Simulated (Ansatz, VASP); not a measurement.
**Two plane-wave programs on HfNb3O3**

POSCAR

```
HfNb3O3
1.0
    4.4315987642      0.0000000000      0.0000000000
    0.0000000000      4.4315987642      0.0000000000
    0.0000000000      0.0000000000      4.4315987642
Hf Nb O
1 3 3
Direct
    0.5000000000      0.5000000000      0.5000000000
    0.0000000000      0.5000000000      0.0000000000
    0.0000000000      0.0000000000      0.5000000000
    0.5000000000      0.0000000000      0.0000000000
    0.5000000000      0.0000000000      0.5000000000
    0.5000000000      0.5000000000      0.0000000000
    0.0000000000      0.5000000000      0.5000000000
```

Contents of INCAR.step1:

```
SYSTEM = HfNb3O3
PREC = Accurate ; ENCUT = 660
ISMEAR = 0 ; SIGMA = 0.1
LREAL = .False. ; LASPH = .True.
NELM = 120 ; NBANDS = 42
GGA = PE ; ALGO = Normal
EDIFF = 1E-5 ; LWAVE = .True.
LCHARG = .False. ; GGA_COMPAT = .False.
```

File INCAR.step2:

```
SYSTEM = HfNb3O3
PREC = Accurate ; ENCUT = 660
EDIFF = 1E-6 ; ISMEAR = 0
SIGMA = 0.1 ; LREAL = .False.
LASPH = .True. ; NELM = 120
ALGO = Normal ; ISIF = 2
LWAVE = .False. ; LCHARG = .True.
METAGGA = R2SCAN ; LMIXTAU = .True.
LELF = .True. ; LVHAR = .True.
NBANDS = 42 ; ISTART = 1
GGA_COMPAT = .False.
```

KPOINTS

```
Automatic mesh
0
Gamma
  8 8 8
  0 0 0
```

Input for Ansatz:

```yaml
crystal:
  lattice:
    - [4.4315987642, 0.0, 0.0]
    - [0.0, 4.4315987642, 0.0]
    - [0.0, 0.0, 4.4315987642]
  atoms:
    - { symbol: Hf, position: [0.5, 0.5, 0.5] }
    - { symbol: Nb, position: [0.0, 0.5, 0.0] }
    - { symbol: Nb, position: [0.0, 0.0, 0.5] }
    - { symbol: Nb, position: [0.5, 0.0, 0.0] }
    - { symbol: O, position: [0.5, 0.0, 0.5] }
    - { symbol: O, position: [0.5, 0.5, 0.0] }
    - { symbol: O, position: [0.0, 0.5, 0.5] }
basis:
  ecutwfc: 500
kpoints:
  mp_grid: { grid: [8, 8, 8] }
hamiltonian:
  xc: r2scan
scf:
  occupations: { method: gaussian, width: 0.1 }
output:
  forces: true
  stress: true
  eigenvalues: true
```

Alike in both runs: task single point; functional r2SCAN; k mesh 8 × 8 × 8; occupations gaussian, width 0.1 eV; no spin polarisation.

|  | VASP | Ansatz |
| --- | --- | --- |
| version | VASP 6.6.1 | Ansatz 0.2.0 |
| potentials or method | VASP PAW PBE potentials, release 64 (Hf_pv, Nb_sv, O), cutoff 660 eV | scalar-relativistic, plane waves, PAW |
| valence electrons in the cell | 67 | 83 |

|  | VASP | Ansatz | Ansatz less VASP |
| --- | --- | --- | --- |
| gap on the k mesh at the Fermi level (eV) | none | none | - |
| pressure (GPa) | -4.7 | -3.3 | +1.36 |

VASP's potentials were made for PBE, not for r2SCAN. A gap of «none» marks a metal or a gap that the smearing closes. VASP's potentials hold 67 valence electrons a cell and Ansatz's 83, so a difference there can come from the potentials and not from the codes.

Neither program's run includes spin-orbit coupling.
